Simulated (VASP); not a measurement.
S: relaxation of cell and atoms with PBE

The system is S.

```
S
1.0
     0.00000    2.89000    2.89000
     2.89000    0.00000    2.89000
     2.89000    2.89000    0.00000
S
2
Direct
  0.00000 0.00000 0.00000
  0.25000 0.25000 0.25000
```

This isn't the form of S at room conditions, which is orthorhombic, of S8 rings.

| Property | Result |
| --- | --- |
| Program | VASP 6.6.1 |
| Task | relaxation of cell and atoms |
| Functional | PBE |
| Potentials or basis | VASP PAW PBE potentials, release 64 (S) |
| Cutoff | 600 eV |
| k mesh | 6 × 6 × 6 |
| Occupations | fermi-dirac, width 0.02 eV |
| Spin | no spin polarisation |
| Target pressure | 20 GPa |
| Dipole correction | no |
| Further INCAR settings | ALGO = Normal; EDIFF = 1e-06; IBRION = 2; EDIFFG = -0.01; NSW = 80; ISIF = 3 |

The relaxed volume is 18.15 Å³/atom and the relaxed cell is a = 3.716 Å, b = 3.716 Å, c = 3.716 Å, α = 60.00°, β = 60.00°, γ = 60.00°. The space group after relaxing (to 0.1 Å) is Fd-3m (No. 227) and the energy change on relaxing (the run minimises the enthalpy) is +299.0 meV/atom. The ionic steps are 6 and the pressure after relaxing is 20.0 GPa. The band gap on the k mesh is zero (bands 6 and 7 overlap by 2.19 eV).

The path:
| step | energy change (eV) | largest force (eV/Å) | pressure (GPa) | volume (Å³) |
| --- | --- | --- | --- | --- |
| 1 | 0.0000 | 0.0000 | -0.06 | 48.28 |
| 2 | 1.8091 | 0.0000 | 45.54 | 30.09 |
| 3 | 0.5806 | 0.0000 | 19.59 | 36.44 |
| 4 | 0.6072 | 0.0000 | 20.22 | 36.22 |
| 5 | 0.5923 | 0.0000 | 19.87 | 36.34 |
| 6 | 0.5980 | 0.0000 | 20.00 | 36.29 |

Final structure:
```xyz
2
Lattice="0.0000 2.6279 2.6279 2.6279 0.0000 2.6279 2.6279 2.6279 0.0000" Properties=species:S:1:pos:R:3 pbc="T T T"
S     0.0000    0.0000    0.0000
S     1.3139    1.3139    1.3139
```

Levels at points of the mesh, in eV from the Fermi level:
| k point | band 3 | band 4 | band 5 | band 6 | band 7 | band 8 | band 9 | band 10 |
| --- | --- | --- | --- | --- | --- | --- | --- | --- |
| (0.00, 0.00, 0.00) | -4.97 | -4.97 | -4.97 | -1.38 | -1.38 | -1.38 | 5.92 | 7.24 |
| (0.50, 0.00, 0.00) | -5.99 | -5.99 | -4.66 | 0.09 | 0.09 | 3.67 | 7.86 | 8.53 |
| (0.50, 0.50, 0.00) | -7.19 | -7.19 | -2.49 | -2.49 | 3.67 | 3.67 | 7.52 | 7.52 |

Wall time 34 s on 1 thread of Intel(R) Xeon(R) Platinum 8559C (Emerald Rapids), on a shared host, peak memory 0.2 GiB.

Caveat: the cell is relaxed towards a set pressure, so the run minimises the enthalpy, not the energy; the volume moved by over 15 % at a fixed basis, so the end points are rough.
